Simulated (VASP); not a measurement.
# Ti: single point with PBEsol

Ti:

```xyz
1
Lattice="-1.6164 1.6164 1.5918 1.6164 -1.6164 1.5918 1.6164 1.6164 -1.5918" Properties=species:S:1:pos:R:3 pbc="T T T"
Ti    0.0000    0.0000    0.0000
```

This cell differs from its parent crystal: strain -0.015 along x and y, -0.030 along z.

```yaml
Program: VASP 6.6.1
Task: single point
Functional: PBEsol
Potentials_or_basis: VASP PAW PBE potentials, release 64 (Ti_sv)
Cutoff: 520 eV
k_mesh: 20 × 20 × 20
Occupations: gaussian, width 0.15 eV
Spin: no spin polarisation
Dipole_correction: no
Further_INCAR_settings: ALGO = Normal; EDIFF = 1e-07; NBANDS = 12
```

```yaml
Pressure: -0.9 GPa
Band_gap_on_the_k_mesh: zero (bands 6 and 7 overlap by 1.70 eV)
```

Stress tensor (GPa, compression positive):
```
-0.72  0.00  0.00
 0.00 -0.72  0.00
 0.00  0.00 -1.12
```

Levels at points of the mesh, in eV from the Fermi level:
| k point | band 2 | band 3 | band 4 | band 5 | band 6 | band 7 | band 8 | band 9 | band 10 | band 11 |
| --- | --- | --- | --- | --- | --- | --- | --- | --- | --- | --- |
| (0.00, 0.00, 0.00) | -32.11 | -32.11 | -32.11 | -6.04 | 0.95 | 1.06 | 1.06 | 2.82 | 2.96 | 17.64 |
| (0.50, 0.00, 0.00) | -32.89 | -32.36 | -32.12 | -2.57 | -0.49 | 1.33 | 2.92 | 3.29 | 4.54 | 9.30 |
| (0.50, 0.50, 0.00) | -32.89 | -32.35 | -32.11 | -2.56 | -0.35 | 1.22 | 2.80 | 3.22 | 4.52 | 9.19 |
| (0.50, 0.50, 0.50) | -32.65 | -32.65 | -32.63 | -2.27 | -2.23 | 4.14 | 4.14 | 4.17 | 8.56 | 8.56 |

It took 40 s on 1 thread of Intel(R) Xeon(R) 6975P-C (Granite Rapids), on a shared host, peak memory 0.23 GiB.

Caveat: the cell differs from its parent crystal (strain -0.015 along x and y, -0.030 along z); the PAW data sets were made with another functional, which shifts forces and pressure a little.
